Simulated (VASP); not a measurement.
# TiAl3 (P4/mmm) in VASP: notebook

TiAl3 is run at these levels: r2SCAN; tasks: single point.

All numbers are computed with VASP 6.6.1; they aren't measurements. Logs are shortened: lines on timing, memory, paths and dates and some standing lists are left out, and cuts for length are marked.

## Step 1: The cell of the first run

It takes space group P4/mmm (No. 123, tetragonal). The conventional cell has a = 3.797 Å, b = 3.797 Å, c = 4.051 Å, α = 90.00°, β = 90.00°, γ = 90.00°. Ti (site symmetry 4/mmm) has 12 Al at 2.69 to 2.78 Å within 3.5 Å. Al (site symmetry 4/mmm) has 4 Ti at 2.69 Å and 8 Al at 2.78 Å within 3.5 Å. Al (site symmetry mmm) has 8 Al at 2.69 to 2.78 Å and 4 Ti at 2.78 Å within 3.5 Å.

## Step 2: Single point, r2SCAN (biaxial strain in the a-b plane: -4.0 %)

Contents of POSCAR:

```
TiAl3
1.0
    3.7974444000      0.0000000000      0.0000000000
    0.0000000000      3.7974444000      0.0000000000
    0.0000000000      0.0000000000      4.0506073600
Ti Al
1 3
Direct
    0.0000000000      0.0000000000      0.0000000000
    0.5000000000      0.5000000000      0.0000000000
    0.5000000000      0.0000000000      0.5000000000
    0.0000000000      0.5000000000      0.5000000000
```

Contents of INCAR.step1:

```
ALGO = Normal
EDIFF = 1E-4
ENCUT = 520
GGA = PE
ISMEAR = 0
LASPH = T
LCHARG = F
LREAL = F
LWAVE = T
NBANDS = 18
NELM = 100
PREC = Accurate
SIGMA = 0.1
```

Contents of INCAR.step2:

```
ALGO = Normal
EDIFF = 1E-6
ENCUT = 520
ISIF = 2
ISMEAR = 0
ISTART = 1
LASPH = T
LCHARG = F
LMIXTAU = T
LREAL = F
LWAVE = F
METAGGA = R2SCAN
NBANDS = 18
NELM = 100
PREC = Accurate
SIGMA = 0.1
```

Contents of KPOINTS:

```
k-points
0
Gamma
  14 14 14
```

Potentials or basis: VASP PAW PBE potentials, release 64 (Ti_sv, Al).

Command:

```
cat potpaw_PBE.64/Ti_sv/POTCAR potpaw_PBE.64/Al/POTCAR > POTCAR
cp INCAR.step1 INCAR
mpirun -np 1 vasp_std > vasp.out
cp INCAR.step2 INCAR
mpirun -np 1 vasp_std > vasp.out
```

OUTCAR:

```text
EDIFF = 1E-6
   ENCUT = 520
   ISIF = 2
   ISMEAR = 0
   ISTART = 1
   LASPH = T
   LREAL = F
   METAGGA = R2SCAN
   NELM = 100
   PREC = Accurate

 ion  position               nearest neighbor table
   1  0.000  0.000  0.000-   2 2.69   2 2.69   2 2.69   2 2.69   4 2.78   3 2.78   4 2.78   4 2.78
                             4 2.78   3 2.78   3 2.78   3 2.78
   2  0.500  0.500  0.000-   1 2.69   1 2.69   1 2.69   1 2.69   4 2.78   3 2.78   3 2.78   3 2.78
                             4 2.78   4 2.78   4 2.78   3 2.78
   3  0.500  0.000  0.500-   4 2.69   4 2.69   4 2.69   4 2.69   2 2.78   2 2.78   2 2.78   2 2.78
                             1 2.78   1 2.78   1 2.78   1 2.78
   4  0.000  0.500  0.500-   3 2.69   3 2.69   3 2.69   3 2.69   2 2.78   1 2.78   2 2.78   1 2.78
                             2 2.78   1 2.78   2 2.78   1 2.78

  LATTYP: Found a simple tetragonal cell.
 ALAT       =     3.7974444000
 C/A-ratio  =     1.0666666667

  Lattice vectors:

 A1 = (   3.7974444000,   0.0000000000,   0.0000000000)
 A2 = (   0.0000000000,   3.7974444000,   0.0000000000)
 A3 = (   0.0000000000,   0.0000000000,   4.0506073600)

Analysis of symmetry for initial positions (statically):
=====================================================================
 Subroutine PRICEL returns:
 Original cell was already a primitive cell.

 Routine SETGRP: Setting up the symmetry group for a
 simple tetragonal supercell.

 Subroutine GETGRP returns: Found 16 space group operations
 (whereof 16 operations were pure point group operations)
 out of a pool of 16 trial point group operations.

The static configuration has the point symmetry D_4h.

Analysis of symmetry for dynamics (positions and initial velocities):
=====================================================================
 Subroutine PRICEL returns:
 Original cell was already a primitive cell.

 Routine SETGRP: Setting up the symmetry group for a
 simple tetragonal supercell.

 Subroutine GETGRP returns: Found 16 space group operations
 (whereof 16 operations were pure point group operations)
 out of a pool of 16 trial point group operations.

The dynamic configuration has the point symmetry D_4h.

 Subroutine INISYM returns: Found 16 space group operations
 (whereof 16 operations are pure point group operations),
 and found     1 'primitive' translations

----------------------------------------------------------------------------------------

                                     Primitive cell

  volume of cell :      58.4121

  direct lattice vectors                    reciprocal lattice vectors
     3.797444400  0.000000000  0.000000000     0.263334994  0.000000000  0.000000000
     0.000000000  3.797444400  0.000000000     0.000000000  0.263334994  0.000000000
     0.000000000  0.000000000  4.050607360     0.000000000  0.000000000  0.246876557

  length of vectors
     3.797444400  3.797444400  4.050607360     0.263334994  0.263334994  0.246876557

  position of ions in fractional coordinates (direct lattice)
     0.000000000  0.000000000  0.000000000
     0.500000000  0.500000000  0.000000000
     0.500000000  0.000000000  0.500000000
     0.000000000  0.500000000  0.500000000

  ion indices of the primitive-cell ions
   primitive index   ion index
                 1           1
                 2           2
                 3           3
                 4           4

----------------------------------------------------------------------------------------

 KPOINTS: k-points

Automatic generation of k-mesh.
 Grid dimensions read from file:
 generate k-points for:   14   14   14

 Generating k-lattice:

  Cartesian coordinates                     Fractional coordinates (reciprocal lattice)
     0.018809642  0.000000000  0.000000000     0.071428571  0.000000000  0.000000000
     0.000000000  0.018809642  0.000000000     0.000000000  0.071428571  0.000000000
     0.000000000  0.000000000  0.017634040     0.000000000  0.000000000  0.071428571

  Length of vectors
     0.018809642  0.018809642  0.017634040

  Shift w.r.t. Gamma in fractional coordinates (k-lattice)
     0.000000000  0.000000000  0.000000000

 Subroutine IBZKPT returns following result:
 ===========================================

 Found    288 irreducible k-points:

 Following reciprocal coordinates:
            Coordinates               Weight
  0.000000  0.000000  0.000000      1.000000
  0.071429  0.000000  0.000000      4.000000
  0.142857  0.000000  0.000000      4.000000
  0.214286  0.000000  0.000000      4.000000
  0.285714  0.000000  0.000000      4.000000
  0.357143  0.000000  0.000000      4.000000
[... 16 lines left out ...]
  0.285714  0.214286  0.000000      8.000000
  0.357143  0.214286  0.000000      8.000000
 [... further k-points ...]
   k-points           NKPTS =    288   k-points in BZ     NKDIM =    288   number of bands    NBANDS=     18
   number of dos      NEDOS =    301   number of ions     NIONS =      4
   total plane-waves  NPLWV =  23520
   dimension x,y,z NGX =    28 NGY =   28 NGZ =   30
   dimension x,y,z NGXF=    56 NGYF=   56 NGZF=   60
   ions per type =               1   3
   NGX,Y,Z   is equivalent  to a cutoff of  12.26, 12.26, 12.31 a.u.
   NGXF,Y,Z  is equivalent  to a cutoff of  24.52, 24.52, 24.63 a.u.
 SYSTEM =  unknown system
   PREC   = accura    normal or accurate (medium, high low for compatibility)
   ISTART =      1    job   : 0-new  1-cont  2-samecut
   ICHARG =      0    charge: 1-file 2-atom 10-const
   ISPIN  =      1    spin polarized calculation?
   LNONCOLLINEAR =      F non collinear calculations
   LSORBIT =      F    spin-orbit coupling
   LASPH  =      T    aspherical Exc in radial PAW
   ENCUT  =  520.0 eV  38.22 Ry    6.18 a.u.   7.06  7.06  7.53*2*pi/ulx,y,z
   NELM   =    100;   NELMIN=  2; NELMDL=  0     # of ELM steps
   EDIFF  = 0.1E-05   stopping-criterion for ELM
   LREAL  =      F    real-space projection
   EDIFFG = 0.1E-04   stopping-criterion for IOM
   NSW    =      0    number of steps for IOM
   IBRION =     -1    ionic relax: 0-MD 1-quasi-New 2-CG
   NFREE  =      0    steps in history (QN), initial steepest desc. (CG)
   ISIF   =      2    stress and relaxation
   ISYM   =      2    0-nonsym 1-usesym 2-fastsym
   POTIM  = 0.5000    time-step for ionic-motion
   TEBEG  =    0.0;   TEEND  =   0.0 temperature during run
   PSTRESS=    0.0 pullay stress
   NELECT =      21.0000    total number of electrons
   NUPDOWN=      -1.0000    fix difference up-down
   EMIN   =  10.00;   EMAX   =-10.00  energy-range for DOS
   EFERMI =   0.00;   METHOD = LEGACY
   ISMEAR =     0;   SIGMA  =   0.10  broadening in eV -4-tet -1-fermi 0-gaus
   EFERMI_NEDOS =   21; number of points for ismear=-14 and -15
   IALGO  =     38    algorithm
   IMIX   =      4    mixing-type and parameters
     AMIX     =   0.40;   BMIX     =  1.00
     AMIX_MAG =   1.60;   BMIX_MAG =  1.00
  volume/ion in A,a.u.               =      14.60        98.55
  Fermi-wavevector in a.u.,A,eV,Ry     =   1.164073  2.199779 18.436796  1.355066
  Thomas-Fermi vector in A             =   2.300615
   LORBIT       =      0    0 simple, 1 ext, 2 COOP (PROOUT), +10 PAW based schemes
   METAGGA = R2SCAN    functional components
   LHFCALC =     F    Hartree Fock is set to
   AEXX    =    0.0000 exact exchange contribution
   IVDW    =     0    specifies the selected vdW correction
   LEPSILON=     F    determine dielectric tensor
   LRPA    =     F    only Hartree local field effects (RPA)
 non-spin polarized calculation
 Gauss-broadening in eV      SIGMA  =   0.10
  energy-cutoff  :      520.00
  volume of cell :       58.41
 maximum number of plane-waves:      1596
   NGX = 15   NGY = 15   NGZ = 15

 number of electron      21.0000003 magnetization

 Free energy of the ion-electron system (eV)
  ---------------------------------------------------
  ext. energy  EPLUGINS =         0.00000000
  ---------------------------------------------------
  free energy    TOTEN  =       -34.66601834 eV

  energy without entropy =      -34.65598733  energy(sigma->0) =      -34.66100283

 E-fermi :   9.7660     XC(G=0): -11.8413

 val. band max:        9.7587243823   @ k =   0.2143   0.0000   0.0714
 cond. band min:       9.7667276376   @ k =   0.0714   0.0714   0.0000
 fundamental gap:      0.0080032553
 Fermi energy:         9.7659605833

 k-point     1 :       0.0000    0.0000    0.0000
  band No.  band energies     occupation
      1     -49.4055      2.00000
      2     -24.7296      2.00000
      3     -24.6677      2.00000
      4     -24.6677      2.00000
      5      -2.0448      2.00000
      6       6.1061      2.00000
[... 10 lines left out ...]
     17      15.9756      0.00000
     18      16.1837      0.00000

 k-point     2 :       0.0714    0.0000    0.0000
  band No.  band energies     occupation
      1     -49.4054      2.00000
      2     -24.7295      2.00000
      3     -24.6695      2.00000
      4     -24.6675      2.00000
      5      -1.9875      2.00000
      6       6.0051      2.00000
[... 10 lines left out ...]
     17      15.9040      0.00000
     18      16.1936      0.00000

 k-point     3 :       0.1429    0.0000    0.0000
  band No.  band energies     occupation
      1     -49.4052      2.00000
      2     -24.7291      2.00000
      3     -24.6745      2.00000
      4     -24.6672      2.00000
      5      -1.8164      2.00000
      6       5.2876      2.00000
[... 10 lines left out ...]
     17      15.5540      0.00000
     18      16.0617      0.00000

 k-point     4 :       0.2143    0.0000    0.0000
  band No.  band energies     occupation
      1     -49.4049      2.00000
      2     -24.7285      2.00000
      3     -24.6817      2.00000
      4     -24.6667      2.00000
      5      -1.5341      2.00000
      6       4.3247      2.00000
[... 10 lines left out ...]
     17      15.4532      0.00000
     18      15.8410      0.00000

 k-point     5 :       0.2857    0.0000    0.0000
  band No.  band energies     occupation
      1     -49.4045      2.00000
      2     -24.7278      2.00000
      3     -24.6898      2.00000
      4     -24.6661      2.00000
      5      -1.1449      2.00000
      6       3.3522      2.00000
[... 10 lines left out ...]
     17      14.6997      0.00000
     18      16.0156      0.00000

 k-point     6 :       0.3571    0.0000    0.0000
  band No.  band energies     occupation
      1     -49.4041      2.00000
      2     -24.7273      2.00000
      3     -24.6970      2.00000
      4     -24.6656      2.00000
      5      -0.6579      2.00000
      6       2.4306      2.00000
[... 10 lines left out ...]
     17      14.0258      0.00000
     18      15.8931      0.00000

 k-point     7 :       0.4286    0.0000    0.0000
  band No.  band energies     occupation
      1     -49.4039      2.00000
      2     -24.7269      2.00000
      3     -24.7020      2.00000
      4     -24.6652      2.00000
      5      -0.1009      2.00000
      6       1.6074      2.00000
[... 10 lines left out ...]
     17      13.5361      0.00000
     18      15.7641      0.00000

 k-point     8 :       0.5000    0.0000    0.0000
  band No.  band energies     occupation
      1     -49.4038      2.00000
      2     -24.7267      2.00000
      3     -24.7037      2.00000
      4     -24.6651      2.00000
      5       0.2965      2.00000
      6       1.1205      2.00000
[... 10 lines left out ...]
     17      13.3484      0.00000
     18      15.7135      0.00000
[... 229 lines left out ...]
     17      14.7047      0.00000
     18      15.5836      0.00000

 k-point    20 :       0.4286    0.1429    0.0000
  band No.  band energies     occupation
      1     -49.4036      2.00000
      2     -24.7263      2.00000
      3     -24.7010      2.00000
      4     -24.6716      2.00000
      5       0.0988      2.00000
      6       1.8186      2.00000
[... 10 lines left out ...]
     17      14.6089      0.00000
     18      15.5246      0.00000

 k-point    21 :       0.5000    0.1429    0.0000
  band No.  band energies     occupation
      1     -49.4035      2.00000
      2     -24.7262      2.00000
      3     -24.7028      2.00000
      4     -24.6714      2.00000
      5       0.4785      2.00000
      6       1.3503      2.00000
[... 10 lines left out ...]
     17      14.5617      0.00000
     18      15.5093      0.00000

 k-point    22 :       0.2143    0.2143    0.0000
  band No.  band energies     occupation
      1     -49.4042      2.00000
      2     -24.7274      2.00000
      3     -24.6810      2.00000
      4     -24.6798      2.00000
      5      -1.0366      2.00000
      6       4.6981      2.00000
[... 10 lines left out ...]
     17      15.4168      0.00000
     18      15.7199      0.00000

 k-point    23 :       0.2857    0.2143    0.0000
  band No.  band energies     occupation
      1     -49.4039      2.00000
      2     -24.7267      2.00000
      3     -24.6882      2.00000
      4     -24.6795      2.00000
      5      -0.6583      2.00000
      6       3.7620      2.00000
[... 10 lines left out ...]
     17      15.1707      0.00000
     18      15.8469      0.00000

 k-point    24 :       0.3571    0.2143    0.0000
  band No.  band energies     occupation
      1     -49.4035      2.00000
      2     -24.7262      2.00000
      3     -24.6952      2.00000
      4     -24.6789      2.00000
      5      -0.1871      2.00000
      6       2.8690      2.00000
[... 10 lines left out ...]
     17      15.1028      0.00000
     18      15.7884      0.00000

 [... further k-points ...]

------------------------ aborting loop because EDIFF is reached ----------------------------------------

  FORCE on cell =-STRESS in cart. coord.  units (eV):
  Direction    XX          YY          ZZ          XY          YZ          ZX
  --------------------------------------------------------------------------------------
  -------------------------------------------------------------------------------------
  Total        4.0511289      4.0511289      0.4073743      0.0000000      0.0000000      0.0000000
  in kB      111.1178043    111.1178043     11.1738081      0.0000000      0.0000000      0.0000000
  external PRESSURE =      77.8031389 kB  Pullay stress =       0.0000000 kB

 VOLUME and BASIS-vectors are now :
 -----------------------------------------------------------------------------
  energy-cutoff  :      520.00
  volume of cell :       58.41
      direct lattice vectors                 reciprocal lattice vectors
     3.797444400  0.000000000  0.000000000     0.263334994  0.000000000  0.000000000
     0.000000000  3.797444400  0.000000000     0.000000000  0.263334994  0.000000000
     0.000000000  0.000000000  4.050607360     0.000000000  0.000000000  0.246876557

 POSITION                                       TOTAL-FORCE (eV/Angst)
 -----------------------------------------------------------------------------------
      0.00000      0.00000      0.00000         0.000000      0.000000      0.000000
      1.89872      1.89872      0.00000         0.000000      0.000000      0.000000
      1.89872      0.00000      2.02530         0.000000      0.000000      0.000000
      0.00000      1.89872      2.02530         0.000000      0.000000      0.000000
 -----------------------------------------------------------------------------------
    total drift:                               -0.000000     -0.000000     -0.000000

  FREE ENERGIE OF THE ION-ELECTRON SYSTEM (eV)
  ---------------------------------------------------
  free  energy   TOTEN  =       -34.6660183375 eV

  energy  without entropy=      -34.6559873303  energy(sigma->0) =      -34.66100283
```

Wall time 5.8 min (1 thread of Intel Xeon 6975P-C (Granite Rapids), shared host); peak memory 0.38 GiB.

Results:

- Free energy: -34.6660 eV
- Pressure: 7.8 GPa
- Band gap on the k mesh: zero (an odd number of electrons rules out a gap without spin polarisation)

Stress tensor (GPa, compression positive):
```
11.11  0.00  0.00
 0.00 11.11  0.00
 0.00  0.00  1.12
```

Levels at points of the mesh, in eV from the Fermi level:
| k point | band 8 | band 9 | band 10 | band 11 | band 12 | band 13 |
| --- | --- | --- | --- | --- | --- | --- |
| (0.00, 0.00, 0.00) | -3.00 | -2.02 | -2.02 | 0.12 | 0.12 | 0.26 |
| (0.50, 0.00, 0.00) | -2.51 | -2.27 | 0.19 | 0.47 | 0.58 | 1.16 |
| (0.50, 0.50, 0.00) | -5.56 | -1.68 | -1.68 | 0.26 | 0.71 | 1.37 |
| (0.00, 0.00, 0.50) | -2.32 | -2.29 | 0.47 | 0.83 | 0.97 | 1.07 |
| (0.50, 0.00, 0.50) | -5.56 | -1.37 | -1.14 | 0.87 | 0.92 | 1.42 |
| (0.50, 0.50, 0.50) | -5.46 | -4.14 | -3.81 | -3.81 | 0.28 | 1.50 |

Caveat: the cell differs from its parent crystal (biaxial strain in the a-b plane: -4.0 %); the cell stands under pressure; the PAW data sets were made with another functional, which shifts forces and pressure a little.

## Step 3: Single point, r2SCAN (biaxial strain in the a-b plane: -4.0 %, then relaxed in part)

POSCAR: that of step 2 with these lines changed.

```diff
@@ -4,3 +4,3 @@
     0.0000000000      3.7974444000      0.0000000000
-    0.0000000000      0.0000000000      4.0506073600
+    0.0000000000      0.0000000000      4.0737466905
 Ti Al
```

Contents of INCAR.step1:

```
SYSTEM = TiAl3
  ALGO = Normal
  EDIFF = 1E-4
  ENCUT = 520
  GGA = PE
  ISMEAR = 0
  LASPH = .TRUE.
  LCHARG = .FALSE.
  LREAL = .FALSE.
  LWAVE = .TRUE.
  NBANDS = 18
  NELM = 100
  PREC = Accurate
  SIGMA = 0.1
```

Contents of INCAR.step2:

```
SYSTEM = TiAl3
  ALGO = Normal
  EDIFF = 1E-6
  ENCUT = 520
  ISIF = 2
  ISMEAR = 0
  ISTART = 1
  LASPH = .TRUE.
  LCHARG = .FALSE.
  LMIXTAU = .TRUE.
  LREAL = .FALSE.
  LWAVE = .FALSE.
  METAGGA = R2SCAN
  NBANDS = 18
  NELM = 100
  PREC = Accurate
  SIGMA = 0.1
```

Contents of KPOINTS:

```
k-points
0
G
  14 14 14
  0 0 0
```

Potentials or basis: VASP PAW PBE potentials, release 64 (Ti_sv, Al).

Command:

```
cat potpaw_PBE.64/Ti_sv/POTCAR potpaw_PBE.64/Al/POTCAR > POTCAR
cp INCAR.step1 INCAR
mpirun -np 1 vasp_std > vasp.out
cp INCAR.step2 INCAR
mpirun -np 1 vasp_std > vasp.out
```

Wall time 5.8 min (1 thread of Intel Xeon 6975P-C (Granite Rapids), shared host); peak memory 0.39 GiB.

It converged, with:

| Item | Value |
| --- | --- |
| Free energy | -34.6672 eV |
| Pressure | 7.0 GPa |
| Band gap on the k mesh | zero (an odd number of electrons rules out a gap without spin polarisation) |

Stress tensor (GPa, compression positive):
```
10.60  0.00  0.00
 0.00 10.60  0.00
 0.00  0.00 -0.10
```

Levels at points of the mesh, in eV from the Fermi level:
```
           k point  band 6  band 7  band 8  band 9  band 10  band 11  band 12  band 13  band 14  band 15
(0.00, 0.00, 0.00)   -3.67   -3.13   -2.95   -1.97    -1.97     0.13     0.13     0.28     0.65     4.80
(0.50, 0.00, 0.00)   -8.61   -2.99   -2.49   -2.22     0.14     0.48     0.54     1.20     1.55     2.33
(0.50, 0.50, 0.00)   -6.32   -6.32   -5.53   -1.68    -1.68     0.23     0.69     1.38     1.78     3.41
(0.00, 0.00, 0.50)   -8.81   -2.28   -2.28   -2.26     0.48     0.79     0.99     1.10     1.10     2.39
(0.50, 0.00, 0.50)   -6.83   -6.61   -5.53   -1.35    -1.10     0.89     0.89     1.45     1.62     4.15
(0.50, 0.50, 0.50)   -5.51   -5.43   -5.43   -4.14    -3.78    -3.78     0.26     1.50     1.81     3.15
```

Caveat: the cell differs from its parent crystal (biaxial strain in the a-b plane: -4.0 %, then relaxed in part); the cell stands under pressure; the PAW data sets were made with another functional, which shifts forces and pressure a little.
